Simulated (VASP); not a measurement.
# BaTiO3: single point with r2SCAN

The system is BaTiO3.

```
Ba Ti O
1.0
     3.97222    0.00000    0.00000
     0.00000    3.97222    0.00000
     0.00000    0.00000    4.11281
Ba Ti O
1 1 3
Direct
  0.00000 0.00000 0.99559
  0.50000 0.50000 0.47749
  0.00000 0.50000 0.51766
  0.50000 0.00000 0.51766
  0.50000 0.50000 0.03460
```

| Quantity | Value |
| --- | --- |
| Program | VASP 6.6.1 |
| Task | single point |
| Functional | r2SCAN |
| Potentials or basis | VASP PAW PBE potentials, release 64 (Ba_sv, Ti_sv, O_h) |
| Cutoff | 910 eV |
| k mesh | 7 × 7 × 7 |
| Occupations | fermi-dirac, width 0.05 eV |
| Spin | no spin polarisation |

The pressure is 1.7 GPa, the largest force is 0.123 eV/Å and the band gap on the k mesh is 2.33 eV (least direct gap 2.72 eV).

Forces in eV/Å, atoms in the order of the input:
```
Ba   0.000  0.000  0.032
Ti   0.000  0.000  0.122
O    0.000  0.000 -0.015
O    0.000  0.000 -0.015
O    0.000  0.000 -0.123
```

Levels at points of the mesh, in eV from the valence-band top:
```csv
k point,band 16,band 17,band 18,band 19,band 20,band 21,band 22,band 23,band 24,band 25
"(0.00, 0.00, 0.00)",-1.50,-1.20,-0.62,-0.39,-0.39,2.33,2.81,2.81,4.50,4.68
```

It took 7.1 min on 1 thread of Intel(R) Xeon(R) Platinum 8259CL CPU @ 2.50GHz (Skylake/Cascade Lake) (shared host), peak memory 0.38 GiB.

Caveat: the cutoff is under 1.25 times the usual one of these potentials, so pressure, stress and relaxed cells hold a basis-set (Pulay) error; the PAW data sets were made with another functional, which shifts forces and pressure a little; spin-orbit coupling is left out, which moves the levels of the heavy elements; an odd mesh through Γ misses points on the zone boundary, where band edges can lie.
